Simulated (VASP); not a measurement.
A run of VASP 6.6.1 is set up as follows.

INCAR

```
PREC     = Accurate       # precision mode
ENCUT    = 600            # plane-wave cutoff, eV
EDIFF    = 1E-7           # SCF threshold, eV
ISMEAR   = 0              # smearing method
SIGMA    = 0.1            # smearing width, eV
LREAL    = False          # projectors in reciprocal space
LASPH    = True           # aspherical terms in the spheres
NELM     = 120            # most SCF steps
ALGO     = Normal         # electronic algorithm
ISIF     = 3              # what is computed and relaxed
LWAVE    = False          # write WAVECAR
LCHARG   = False          # write CHGCAR
IBRION   = 2              # ionic algorithm
NSW      = 100            # ionic steps
EDIFFG   = -0.05          # ionic threshold
GGA_COMPAT= False        
NELMIN   = 4
```

Contents of KPOINTS:

```
regular mesh
0
Gamma
  8 8 8
```

POSCAR

```
GaN
1.0
    0.0000000000      2.1352350000      2.1352350000
    2.1352350000      0.0000000000      2.1352350000
    2.1352350000      2.1352350000      0.0000000000
Ga N
1 1
Direct
    0.0000000000      0.0000000000      0.0000000000
    0.5000000000      0.5000000000      0.5000000000
```

Potentials or basis: VASP PAW LDA potentials, release 64 (Ga_d, N).

Command:

```bash
$ cat potpaw_LDA.64/Ga_d/POTCAR potpaw_LDA.64/N/POTCAR > POTCAR
$ mpirun -np 1 vasp_std > vasp.out
```

(1) Predict the relaxed volume.

(2) What does it give for the band gap on the k mesh?

Results:

(1) 9.19 Å³/atom.

(2) 0.60 eV (least direct gap 3.18 eV).
